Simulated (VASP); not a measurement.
The system is Ta2Mo.

```
CELL_PARAMETERS angstrom
0.00000 3.63953 3.63953
3.63953 0.00000 3.63953
3.63953 3.63953 0.00000
ATOMIC_POSITIONS crystal
Ta 0.62500 0.62500 0.12500
Ta 0.62500 0.12500 0.62500
Ta 0.62500 0.62500 0.62500
Ta 0.12500 0.62500 0.62500
Mo 0.25000 0.25000 0.25000
Mo 0.00000 0.00000 0.00000
```

```yaml
Program: VASP 6.6.1
Task: relaxation of cell and atoms
Functional: PBE
Potentials_or_basis: VASP PAW PBE potentials, release 64 (Ta_pv, Mo_sv)
Cutoff: 600 eV
k_mesh: 4 × 4 × 4
Occupations: gaussian, width 0.1 eV
Spin: no spin polarisation
```

At the start: pressure 34.0 GPa; volume 16.07 Å³/atom.

Question: How do energy, volume and symmetry change on relaxing?

Answer: Over 5 steps the energy falls by 218.9 meV/atom and the volume is 18.35 Å³/atom (+14.2 %); space group Fd-3m (No. 227, to 0.05 Å).

The path:
| step | energy change (eV) | largest force (eV/Å) | pressure (GPa) | volume (Å³) |
| --- | --- | --- | --- | --- |
| 1 | 0.0000 | 0.0000 | 33.98 | 96.42 |
| 2 | 4.2864 | 0.0000 | -31.99 | 152.23 |
| 3 | -1.2982 | 0.0000 | -2.89 | 111.85 |
| 4 | -1.3132 | 0.0000 | -0.39 | 110.41 |
| 5 | -1.3135 | 0.0000 | 0.13 | 110.11 |

Final structure:
```cif
data_structure
_symmetry_space_group_name_H-M 'P 1'
_symmetry_Int_Tables_number 1
_cell_length_a 5.3800
_cell_length_b 5.3800
_cell_length_c 5.3800
_cell_angle_alpha 60.000
_cell_angle_beta 60.000
_cell_angle_gamma 60.000
_cell_volume 110.11
loop_
_atom_site_label
_atom_site_type_symbol
_atom_site_fract_x
_atom_site_fract_y
_atom_site_fract_z
_atom_site_occupancy
Ta1 Ta 0.62500 0.62500 0.12500 1
Ta2 Ta 0.62500 0.12500 0.62500 1
Ta3 Ta 0.62500 0.62500 0.62500 1
Ta4 Ta 0.12500 0.62500 0.62500 1
Mo1 Mo 0.25000 0.25000 0.25000 1
Mo2 Mo 0.00000 0.00000 0.00000 1
```

Caveat: the k points lie up to 0.36 Å⁻¹ apart in the final cell.
